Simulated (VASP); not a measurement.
Input of a VASP 6.6.1 run:

The input POSCAR:

```
B
1.0
    1.8855951659      0.0000000000      0.0000000000
    0.0000000000      1.8855951659      0.0000000000
    0.0000000000      0.0000000000      1.8855951659
B
1
Direct
    0.0000000000      0.0000000000      0.0000000000
```

The input INCAR.step1:

```
SYSTEM = B
PREC = Accurate
ENCUT = 520
ISMEAR = 0
SIGMA = 0.1
LREAL = .False.
LASPH = .True.
NELM = 80
NBANDS = 8
GGA = PE
ALGO = Normal
EDIFF = 1E-4
LWAVE = .True.
LCHARG = .False.
```

INCAR.step2

```
SYSTEM = B
PREC = Accurate
ENCUT = 520
EDIFF = 1E-6
ISMEAR = 0
SIGMA = 0.1
LREAL = .False.
LASPH = .True.
NELM = 80
ALGO = Normal
ISIF = 2
LWAVE = .False.
LCHARG = .True.
METAGGA = R2SCAN
LMIXTAU = .True.
LELF = .True.
LVHAR = .True.
NBANDS = 8
ISTART = 1
```

File KPOINTS:

```
regular mesh
0
Gamma
  28 28 28
  0 0 0
```

Potentials or basis: VASP PAW PBE potentials, release 64 (B).

Run with:

```console
$ cat potpaw_PBE.64/B/POTCAR > POTCAR
$ cp INCAR.step1 INCAR
$ mpirun -np 1 vasp_std > vasp.out
$ cp INCAR.step2 INCAR
$ mpirun -np 1 vasp_std > vasp.out
```

Problem. What does it give for the pressure?

Solution. 0.0 GPa.

Caveat: the PAW data sets were made with another functional, which shifts forces and pressure a little.
